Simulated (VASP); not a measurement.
# Ir (P6_3/mmc) in VASP: further runs, part 2 of 2

VASP 6.6.1. The steps go on from the part before.

### 4 Single point, PBE (strain +0.040 along x and y, +0.000 along z)

INCAR reads:

```
ALGO = Normal
EDIFF = 1E-6
ENCUT = 520
GGA = PE
ISIF = 2
ISMEAR = 0
LASPH = True
LCHARG = False
LREAL = False
LWAVE = False
NBANDS = 16
NELM = 80
PREC = Accurate
SIGMA = 0.15
```

KPOINTS reads:

```
k-points
0
Gamma
  18 18 12
```

POSCAR reads:

```
Ir
1.0
    2.8614330104      0.0000000000      0.0000000000
   -1.4307165052      2.4780736782      0.0000000000
    0.0000000000      0.0000000000      4.4622900000
Ir
2
Direct
    0.6666666667      0.3333333333      0.7500000000
    0.3333333333      0.6666666667      0.2500000000
```

Potentials or basis: VASP PAW PBE potentials, release 64 (Ir).

On the command line:

```sh
> cat potpaw_PBE.64/Ir/POTCAR > POTCAR
> mpirun -np 1 vasp_std > vasp.out
```

OUTCAR:

```text
EDIFF = 1E-6
   ENCUT = 520
   GGA = PE
   ISIF = 2
   ISMEAR = 0
   LASPH = True
   LREAL = False
   NELM = 80
   PREC = Accurate

 ion  position               nearest neighbor table
   1  0.667  0.333  0.750-   2 2.78   2 2.78   2 2.78   2 2.78   2 2.78   2 2.78
   2  0.333  0.667  0.250-   1 2.78   1 2.78   1 2.78   1 2.78   1 2.78   1 2.78

  LATTYP: Found a hexagonal cell.
 ALAT       =     2.8614330104
 C/A-ratio  =     1.5594598873

  Lattice vectors:

 A1 = (   2.8614330104,   0.0000000000,   0.0000000000)
 A2 = (  -1.4307165052,   2.4780736782,   0.0000000000)
 A3 = (   0.0000000000,   0.0000000000,   4.4622900000)

Analysis of symmetry for initial positions (statically):
=====================================================================
 Subroutine PRICEL returns:
 Original cell was already a primitive cell.

 Routine SETGRP: Setting up the symmetry group for a
 hexagonal supercell.

 Subroutine GETGRP returns: Found 24 space group operations
 (whereof 12 operations were pure point group operations)
 out of a pool of 24 trial point group operations.

The static configuration has the point symmetry D_3d.
 The point group associated with its full space group is D_6h.

Analysis of symmetry for dynamics (positions and initial velocities):
=====================================================================
 Subroutine PRICEL returns:
 Original cell was already a primitive cell.

 Routine SETGRP: Setting up the symmetry group for a
 hexagonal supercell.

 Subroutine GETGRP returns: Found 24 space group operations
 (whereof 12 operations were pure point group operations)
 out of a pool of 24 trial point group operations.

The dynamic configuration has the point symmetry D_3d.
 The point group associated with its full space group is D_6h.

 Subroutine INISYM returns: Found 24 space group operations
 (whereof 12 operations are pure point group operations),
 and found     1 'primitive' translations

----------------------------------------------------------------------------------------

                                     Primitive cell

  volume of cell :      31.6414

  direct lattice vectors                    reciprocal lattice vectors
     2.861433010  0.000000000  0.000000000     0.349475244  0.201769626  0.000000000
    -1.430716505  2.478073678  0.000000000     0.000000000  0.403539253  0.000000000
     0.000000000  0.000000000  4.462290000     0.000000000  0.000000000  0.224100182

  length of vectors
     2.861433010  2.861433010  4.462290000     0.403539253  0.403539253  0.224100182

  position of ions in fractional coordinates (direct lattice)
     0.666666667  0.333333333  0.750000000
     0.333333333  0.666666667  0.250000000

  ion indices of the primitive-cell ions
   primitive index   ion index
                 1           1
                 2           2

----------------------------------------------------------------------------------------

 KPOINTS: k-points

Automatic generation of k-mesh.
 Grid dimensions read from file:
 generate k-points for:   18   18   12

 Generating k-lattice:

  Cartesian coordinates                     Fractional coordinates (reciprocal lattice)
     0.019415291  0.011209424  0.000000000     0.055555556  0.000000000  0.000000000
     0.000000000  0.022418847  0.000000000     0.000000000  0.055555556  0.000000000
     0.000000000  0.000000000  0.018675015     0.000000000  0.000000000  0.083333333

  Length of vectors
     0.022418847  0.022418847  0.018675015

  Shift w.r.t. Gamma in fractional coordinates (k-lattice)
     0.000000000  0.000000000  0.000000000

 Subroutine IBZKPT returns following result:
 ===========================================

 Found    259 irreducible k-points:

 Following reciprocal coordinates:
            Coordinates               Weight
  0.000000  0.000000  0.000000      1.000000
  0.055556  0.000000  0.000000      6.000000
  0.111111  0.000000  0.000000      6.000000
  0.166667  0.000000  0.000000      6.000000
  0.222222  0.000000  0.000000      6.000000
  0.277778  0.000000  0.000000      6.000000
[... 16 lines left out ...]
  0.333333  0.111111  0.000000     12.000000
  0.388889  0.111111  0.000000     12.000000
 [... further k-points ...]
   k-points           NKPTS =    259   k-points in BZ     NKDIM =    259   number of bands    NBANDS=     16
   number of dos      NEDOS =    301   number of ions     NIONS =      2
   total plane-waves  NPLWV =  20736
   dimension x,y,z NGX =    24 NGY =   24 NGZ =   36
   dimension x,y,z NGXF=    48 NGYF=   48 NGZF=   72
   ions per type =               2
   NGX,Y,Z   is equivalent  to a cutoff of  13.94, 13.94, 13.41 a.u.
   NGXF,Y,Z  is equivalent  to a cutoff of  27.89, 27.89, 26.82 a.u.
 SYSTEM =  unknown system
   PREC   = accura    normal or accurate (medium, high low for compatibility)
   ISTART =      0    job   : 0-new  1-cont  2-samecut
   ICHARG =      2    charge: 1-file 2-atom 10-const
   ISPIN  =      1    spin polarized calculation?
   LNONCOLLINEAR =      F non collinear calculations
   LSORBIT =      F    spin-orbit coupling
   LASPH  =      T    aspherical Exc in radial PAW
   ENCUT  =  520.0 eV  38.22 Ry    6.18 a.u.   5.32  5.32  8.30*2*pi/ulx,y,z
   NELM   =     80;   NELMIN=  2; NELMDL= -5     # of ELM steps
   EDIFF  = 0.1E-05   stopping-criterion for ELM
   LREAL  =      F    real-space projection
   EDIFFG = 0.1E-04   stopping-criterion for IOM
   NSW    =      0    number of steps for IOM
   IBRION =     -1    ionic relax: 0-MD 1-quasi-New 2-CG
   NFREE  =      0    steps in history (QN), initial steepest desc. (CG)
   ISIF   =      2    stress and relaxation
   ISYM   =      2    0-nonsym 1-usesym 2-fastsym
   POTIM  = 0.5000    time-step for ionic-motion
   TEBEG  =    0.0;   TEEND  =   0.0 temperature during run
   PSTRESS=    0.0 pullay stress
   NELECT =      18.0000    total number of electrons
   NUPDOWN=      -1.0000    fix difference up-down
   EMIN   =  10.00;   EMAX   =-10.00  energy-range for DOS
   EFERMI =   0.00;   METHOD = LEGACY
   ISMEAR =     0;   SIGMA  =   0.15  broadening in eV -4-tet -1-fermi 0-gaus
   EFERMI_NEDOS =   21; number of points for ismear=-14 and -15
   IALGO  =     38    algorithm
   IMIX   =      4    mixing-type and parameters
     AMIX     =   0.40;   BMIX     =  1.00
     AMIX_MAG =   1.60;   BMIX_MAG =  1.00
  volume/ion in A,a.u.               =      15.82       106.76
  Fermi-wavevector in a.u.,A,eV,Ry     =   1.356481  2.563378 25.035284  1.840041
  Thomas-Fermi vector in A             =   2.483481
   LORBIT       =      0    0 simple, 1 ext, 2 COOP (PROOUT), +10 PAW based schemes
   GGA     = PE    functional components
   LHFCALC =     F    Hartree Fock is set to
   AEXX    =    0.0000 exact exchange contribution
   IVDW    =     0    specifies the selected vdW correction
   LEPSILON=     F    determine dielectric tensor
   LRPA    =     F    only Hartree local field effects (RPA)
 non-spin polarized calculation
 Gauss-broadening in eV      SIGMA  =   0.15
  energy-cutoff  :      520.00
  volume of cell :       31.64
 maximum number of plane-waves:       868
 NGX is ok and might be reduce to    24
   NGX = 11   NGY = 11   NGZ = 17

 number of electron      17.9999999 magnetization

 Free energy of the ion-electron system (eV)
  ---------------------------------------------------
  ext. energy  EPLUGINS =         0.00000000
  ---------------------------------------------------
  free energy    TOTEN  =       -17.35593197 eV

  energy without entropy =      -17.32272023  energy(sigma->0) =      -17.33932610

 E-fermi :   8.7038     XC(G=0): -13.3268

 val. band max:        8.7028966391   @ k =   0.3889   0.0000   0.3333
 cond. band min:       8.7044718954   @ k =   0.3889   0.2222   0.2500
 fundamental gap:      0.0015752563
 Fermi energy:         8.7037735831

 k-point     1 :       0.0000    0.0000    0.0000
  band No.  band energies     occupation
      1      -1.3868      2.00000
      2       1.6979      2.00000
      3       5.4231      2.00000
      4       5.4231      2.00000
      5       5.6767      2.00000
      6       6.0475      2.00000
[... 8 lines left out ...]
     15      25.6257      0.00000
     16      26.0434      0.00000
[... 419 lines left out ...]
 k-point    24 :       0.3889    0.1111    0.0000
  band No.  band energies     occupation
      1       2.4023      2.00000
      2       2.6039      2.00000
      3       2.9161      2.00000
      4       4.9102      2.00000
      5       5.0815      2.00000
      6       5.7775      2.00000
[... 8 lines left out ...]
     15      18.6792      0.00000
     16      20.9042      0.00000

 [... further k-points ...]
[... 5 lines left out ...]
  --------------------------------------------------------------------------------------
  -------------------------------------------------------------------------------------
  Total       -4.9091492     -4.9091492     -3.2412613     -0.0000000      0.0000000      0.0000000
  in kB     -248.5771596   -248.5771595   -164.1228472     -0.0000000      0.0000000      0.0000000
  external PRESSURE =    -220.4257221 kB  Pullay stress =       0.0000000 kB

 VOLUME and BASIS-vectors are now :
 -----------------------------------------------------------------------------
  energy-cutoff  :      520.00
  volume of cell :       31.64
      direct lattice vectors                 reciprocal lattice vectors
     2.861433010  0.000000000  0.000000000     0.349475244  0.201769626  0.000000000
    -1.430716505  2.478073678  0.000000000     0.000000000  0.403539253  0.000000000
     0.000000000  0.000000000  4.462290000     0.000000000  0.000000000  0.224100182

 POSITION                                       TOTAL-FORCE (eV/Angst)
 -----------------------------------------------------------------------------------
      1.43072      0.82602      3.34672         0.000000      0.000000      0.000000
     -0.00000      1.65205      1.11557         0.000000     -0.000000      0.000000
 -----------------------------------------------------------------------------------
    total drift:                               -0.000000      0.000000     -0.000000

  FREE ENERGIE OF THE ION-ELECTRON SYSTEM (eV)
  ---------------------------------------------------
  free  energy   TOTEN  =       -17.3559319744 eV

  energy  without entropy=      -17.3227202256  energy(sigma->0) =      -17.33932610
```

stdout:

```text
POSCAR found type information on POSCAR Ir
 POSCAR found :  1 types and       2 ions
 scaLAPACK will be used
 LDA part: xc-table for (Slater+PW92), standard interpolation
 POSCAR, INCAR and KPOINTS ok, starting setup
 FFT: planning ... GRIDC
 FFT: planning ... GRID_SOFT
 FFT: planning ... GRID
 WAVECAR not read
 entering main loop
```

Wall time 72 s (1 thread of Intel Xeon 6975P-C, shared host); peak memory 0.24 GiB.

What came out:

| Item | Value |
| --- | --- |
| Free energy | -17.3559 eV |
| Pressure | -22.0 GPa |
| Band gap on the k mesh | zero (band 9 reaches 9.44 eV, above the bottom of band 10 at 6.71 eV) |

Stress tensor (GPa, compression positive):
```
-24.86   0.00   0.00
  0.00 -24.86   0.00
  0.00   0.00 -16.41
```

Levels at points of the mesh, in eV from the Fermi level:
```tsv
k point	band 5	band 6	band 7	band 8	band 9	band 10	band 11	band 12	band 13	band 14
(0.00, 0.00, 0.00)	-3.03	-2.66	-2.66	-2.33	-2.33	-0.18	0.18	0.18	6.57	14.13
(0.50, 0.00, 0.00)	-3.11	-2.87	-2.35	0.31	0.74	0.90	2.41	3.63	7.78	9.81
(0.00, 0.00, 0.50)	-3.48	-3.48	-3.48	-3.48	-0.43	-0.43	-0.43	-0.43	13.59	13.59
(0.50, 0.00, 0.50)	-1.97	-1.97	-0.80	-0.80	0.58	0.58	1.79	1.79	6.58	6.58
```

Caveat: the cell differs from its parent crystal (strain +0.040 along x and y, +0.000 along z); spin-orbit coupling is left out, which moves the levels of the heavy elements.

### 5 Overview

```csv
cell,gap on the mesh (eV),pressure (GPa)
"a = 2.971, b = 2.971, c = 4.105 Å, angles 90.0, 90.0, 120.0°, 2 atoms",none,-12.8
"a = 2.751, b = 2.751, c = 4.819 Å, angles 90.0, 90.0, 120.0°, 2 atoms",none,-20.6
"a = 2.861, b = 2.861, c = 4.462 Å, angles 90.0, 90.0, 120.0°, 2 atoms",none,-22.0
```

Alike in all rows: task single point; level PBE; potentials or basis VASP PAW PBE potentials, release 64 (Ir); no spin polarisation; k mesh 18 × 18 × 12; cutoff (eV) 520; smearing gaussian 0.15 eV.

Caveats: spin-orbit coupling is left out, which moves the levels of the heavy elements.

Absolute energies hang on the potentials; compare differences alone.
